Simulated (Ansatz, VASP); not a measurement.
# C in VASP and in Ansatz

File INCAR:

```
SYSTEM = C
  PREC = Accurate
  ENCUT = 600
  EDIFF = 1E-6
  ISMEAR = 0
  SIGMA = 0.1
  LREAL = .False.
  LASPH = .True.
  NELM = 80
  ALGO = Normal
  ISIF = 3
  LWAVE = .False.
  LCHARG = .False.
  GGA = PE
  IBRION = 2
  NSW = 80
  EDIFFG = -0.05
```

KPOINTS

```
Automatic mesh
0
Gamma
  8 8 8
  0 0 0
```

Contents of POSCAR:

```
C
1.0
    0.0000000000      2.2589656651      2.2589656651
    2.2589656651      0.0000000000      2.2589656651
    2.2589656651      2.2589656651      0.0000000000
C
2
Direct
    0.0000000000      0.0000000000      0.0000000000
    0.2500000000      0.2500000000      0.2500000000
```

Input for Ansatz:

```yaml
crystal:
  lattice:
    - [0.0, 2.2589656651, 2.2589656651]
    - [2.2589656651, 0.0, 2.2589656651]
    - [2.2589656651, 2.2589656651, 0.0]
  atoms:
    - { symbol: C, position: [0.0, 0.0, 0.0] }
    - { symbol: C, position: [0.25, 0.25, 0.25] }
basis:
  ecutwfc: 420
kpoints:
  mp_grid: { grid: [8, 8, 8] }
hamiltonian:
  xc: pbe
scf:
  occupations: { method: gaussian, width: 0.1 }
output:
  forces: true
  stress: true
  eigenvalues: true
relax:
  adjacent_minimum: "off"
  f_tol: 0.05
  max_steps: 60
  cell: { stress_tol: 0.5 }
```

Alike in both runs: task relaxation of cell and atoms; functional PBE; k mesh 8 × 8 × 8; occupations gaussian, width 0.1 eV; no spin polarisation.

|  | VASP | Ansatz |
| --- | --- | --- |
| version | VASP 6.6.1 | Ansatz 0.2.0 |
| potentials or method | VASP PAW PBE potentials, release 64 (C), cutoff 600 eV | scalar-relativistic, plane waves, PAW |
| valence electrons in the cell | 8 | 8 |

Ansatz gave:

* gap on the k mesh at the Fermi level, each at its own relaxed structure (eV): 4.13
* relaxed volume (Å³/atom): 5.70
* relaxed cell length with the largest relative difference (Å): 2.526

Which values does VASP return?

gap on the k mesh at the Fermi level, each at its own relaxed structure (eV): 4.12; relaxed volume (Å³/atom): 5.70; relaxed cell length with the largest relative difference (Å): 2.526.

Noted on VASP's run: the volume moved by over 15 % at a fixed basis, so the end points are rough.
